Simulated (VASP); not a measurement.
Wanted: the native input for a VASP 6.6.1 run.

| Property | Result |
| --- | --- |
| Task | single point |
| Functional | LDA |
| Potentials or basis | VASP PAW LDA potentials, release 64 (Zn, Se) |
| Cutoff | 520 eV |
| k mesh | 10 × 10 × 10 |
| Occupations | gaussian, width 0.05 eV |
| Spin | no spin polarisation |
| Dipole correction | no |
| Further INCAR settings | ALGO = Normal; EDIFF = 1e-06; NBANDS = 16 |

The structure of ZnSe lies in POSCAR:

```
ZnSe
1.0
    0.0000000000      3.2243263697      2.6878345863
    2.6878345863      0.0000000000      2.6878345863
    2.6878345863      3.2243263697      0.0000000000
Zn Se
1 1
Direct
    0.0000000000      0.0000000000      0.0000000000
    0.7500000000      0.7500000000      0.7500000000
```

This cell differs from its parent crystal: volume 23.294 Å^3 an atom, c/a of the conventional cell 1.1996.

The input as run:

INCAR

```
SYSTEM = ZnSe
PREC     = Accurate       ! precision mode
ENCUT    = 520            ! plane-wave cutoff, eV
EDIFF    = 1E-6           ! SCF threshold, eV
ISMEAR   = 0              ! smearing method
SIGMA    = 0.05           ! smearing width, eV
LREAL    = .FALSE.        ! projectors in reciprocal space
LASPH    = .TRUE.         ! aspherical terms in the spheres
NELM     = 100            ! most SCF steps
ALGO     = Normal         ! electronic algorithm
ISIF     = 2              ! what is computed and relaxed
LWAVE    = .FALSE.        ! write WAVECAR
LCHARG   = .FALSE.        ! write CHGCAR
GGA      = CA             ! functional
NBANDS   = 16             ! bands
```

KPOINTS

```
regular mesh
0
G
  10 10 10
  0 0 0
```

Potentials or basis: VASP PAW LDA potentials, release 64 (Zn, Se).

Command:

```console
$ cat potpaw_LDA.64/Zn/POTCAR potpaw_LDA.64/Se/POTCAR > POTCAR
$ mpirun -np 1 vasp_std > vasp.out
```

It gave:

| Quantity | Value |
| --- | --- |
| Pressure | -4.8 GPa |
| Band gap on the k mesh | 0.50 eV, direct |

Run time: 34 s on 1 thread of Intel(R) Xeon(R) 6975P-C (Granite Rapids), on a shared host, peak memory 0.2 GiB.
